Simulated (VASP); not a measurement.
# NaF (Villiaumite): single point with PBEsol

Crystal: NaF (Villiaumite).

```
CELL_PARAMETERS angstrom
0.00000 2.36550 2.36550
2.36550 0.00000 2.36550
2.36550 2.36550 0.00000
ATOMIC_POSITIONS crystal
Na 0.00000 0.00000 0.00000
F 0.50000 0.50000 0.50000
```

This cell differs from its parent crystal: volume scaled by 1.06.

```json
{"Program": "VASP 6.6.1", "Task": "single point", "Functional": "PBEsol", "Potentials or basis": "VASP PAW PBE potentials, release 64 (Na_pv, F)", "Cutoff": "520 eV", "k mesh": "10 × 10 × 10", "Occupations": "fermi-dirac, width 0.05 eV", "Spin": "no spin polarisation"}
```

- Pressure: -2.9 GPa
- Band gap on the k mesh: 5.85 eV, direct

Levels at points of the mesh, in eV from the valence-band top:
```
           k point  band 4  band 5  band 6  band 7  band 8  band 9  band 10  band 11
(0.00, 0.00, 0.00)  -18.96    0.00    0.00    0.00    5.85   18.41    18.41    18.41
(0.50, 0.00, 0.00)  -18.17   -1.49   -0.23   -0.23   10.24   11.83    19.33    19.33
(0.50, 0.50, 0.00)  -18.74   -1.20   -0.38   -0.38   12.48   12.89    12.94    18.86
```

Run time: 26 s on 1 thread of Intel Xeon 8259CL (shared host), peak memory 0.15 GiB.

Caveat: the PAW data sets were made with another functional, which shifts forces and pressure a little. A k mesh can miss the band edges.
